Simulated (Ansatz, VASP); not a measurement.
## MnAl3 in VASP and in Ansatz

INCAR

```
SYSTEM = MnAl3
  PREC = Accurate
  ENCUT = 520
  EDIFF = 1E-7
  ISMEAR = 0
  SIGMA = 0.1
  LREAL = .False.
  LASPH = .True.
  NELM = 150
  ALGO = Normal
  ISIF = 2
  LWAVE = .False.
  LCHARG = .True.
  ISPIN = 2
  MAGMOM = 0 0 0 4
  LORBIT = 11
  LMAXMIX = 4
  GGA = PE
  LELF = .True.
  LVHAR = .True.
  NBANDS = 23
```

KPOINTS

```
regular mesh
0
Gamma
  6 6 6
  0 0 0
```

The input POSCAR:

```
MnAl3
1.0
    0.0000000000      3.0311567796      3.0311567796
    3.0311567796      0.0000000000      3.0311567796
    3.0311567796      3.0311567796      0.0000000000
Al Mn
3 1
Direct
    0.2500000000      0.2500000000      0.2500000000
    0.7500000000      0.7500000000      0.7500000000
    0.5000000000      0.5000000000      0.5000000000
    0.0000000000      0.0000000000      0.0000000000
```

Input for Ansatz:

```yaml
crystal:
  lattice:
    - [0.0, 3.0311567796, 3.0311567796]
    - [3.0311567796, 0.0, 3.0311567796]
    - [3.0311567796, 3.0311567796, 0.0]
  atoms:
    - { symbol: Al, position: [0.25, 0.25, 0.25] }
    - { symbol: Al, position: [0.75, 0.75, 0.75] }
    - { symbol: Al, position: [0.5, 0.5, 0.5] }
    - { symbol: Mn, position: [0.0, 0.0, 0.0], spin: 4.0 }
basis:
  ecutwfc: 420
kpoints:
  mp_grid: { grid: [6, 6, 6] }
hamiltonian:
  xc: pbe
scf:
  occupations: { method: gaussian, width: 0.1 }
  lower_state_search: "off"
output:
  forces: true
  stress: true
  eigenvalues: true
  populations: true
magnetization:
  spin_polarized: true
```

Alike in both runs: task single point; functional PBE; k mesh 6 × 6 × 6; occupations gaussian, width 0.1 eV; collinear spin.

```csv
,VASP,Ansatz
version,VASP 6.6.1,Ansatz 0.2.0
potentials or method,"VASP PAW PBE potentials, release 64 (Al, Mn_pv), cutoff 520 eV","scalar-relativistic, plane waves, PAW"
valence electrons in the cell,22,24
```

|  | VASP | Ansatz | Ansatz less VASP |
| --- | --- | --- | --- |
| gap on the k mesh at the Fermi level (eV) | none | none | - |
| pressure (GPa) | 0.5 | 0.5 | +0.02 |
| net moment per atom (μB) | 0.30 | 0.30 | 0.000 |
| size of the moment on the site where the two differ most (μB) | 1.27 | 1.26 | -0.015 |

Site moments also hang on the region over which each program counts them. A gap of «none» marks a metal or a gap that the smearing closes. VASP's potentials hold 22 valence electrons a cell and Ansatz's 24, so a difference there can come from the potentials and not from the codes.
